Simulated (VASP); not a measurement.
Crystal: SnSe2.

```
CELL_PARAMETERS angstrom
3.82515 0.00000 0.00000
-1.91257 3.31268 0.00000
0.00000 0.00000 6.22708
ATOMIC_POSITIONS crystal
Sn 0.00000 0.00000 0.00000
Se 0.33333 0.66667 0.25308
Se 0.66667 0.33333 0.74692
```

Base run:

```yaml
Program: VASP 6.6.1
Functional: r2SCAN
Potentials_or_basis: VASP PAW PBE potentials, release 64 (Sn_d, Se)
Cutoff: 520 eV
k_mesh: 12 × 12 × 4
Occupations: gaussian, width 0.01 eV
Spin: no spin polarisation
```

Its results: band gap on the k mesh 1.01 eV, indirect (least direct gap 1.49 eV); pressure 1.0 GPa.

Q: The run is repeated on the same cell with these changes: functional from r2SCAN to LDA; potentials or basis from VASP PAW PBE potentials, release 64 (Sn_d, Se) to VASP PAW LDA potentials, release 64 (Sn_d, Se). What comes out?

A: Band gap on the k mesh 0.62 eV, indirect (least direct gap 0.93 eV); pressure -1.5 GPa.

Caveats: spin-orbit coupling is left out, which moves the levels of the heavy elements; the PAW data sets were made with another functional, which shifts forces and pressure a little (some runs).

A k mesh can miss the band edges.
